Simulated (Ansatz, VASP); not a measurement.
One calculation of Ag2I3, two programs

```
Ag I
1.0
     4.94475    0.00000    0.00000
    -2.47238    4.28228    0.00000
     0.00000    0.00000    7.69323
Ag I
2 3
Cartesian
  0.0000 2.8549 1.8848
  2.4724 1.4274 5.8084
  0.0000 0.0000 0.0000
  0.0000 2.8549 4.9621
  2.4724 1.4274 2.7311
```

Alike in both runs: task relaxation of cell and atoms; functional PBE; k mesh 6 × 6 × 2; occupations gaussian, width 0.1 eV; no spin polarisation.

|  | VASP | Ansatz |
| --- | --- | --- |
| version | VASP 6.6.1 | Ansatz 0.2.0 |
| potentials or method | VASP PAW PBE potentials, release 64 (Ag, I), cutoff 600 eV | scalar-relativistic, plane waves, PAW |
| valence electrons in the cell | 43 | 89 |

Ansatz gave:

```
gap on the k mesh at the Fermi level, each at its own relaxed structure (eV) : none
relaxed volume (Å³/atom)                                                     : 32.95
relaxed cell length with the largest relative difference (Å)                 : 10.321
```

Task: What did VASP give for the same quantities?

Result: gap on the k mesh at the Fermi level, each at its own relaxed structure (eV): none; relaxed volume (Å³/atom): 32.62; relaxed cell length with the largest relative difference (Å): 10.195.

A gap of «none» marks a metal or a gap that the smearing closes. VASP's potentials hold 43 valence electrons a cell and Ansatz's 89, so a difference there can come from the potentials and not from the codes.

The k mesh is coarse, so the values compare programs but aren't converged. Neither program's run includes spin-orbit coupling.
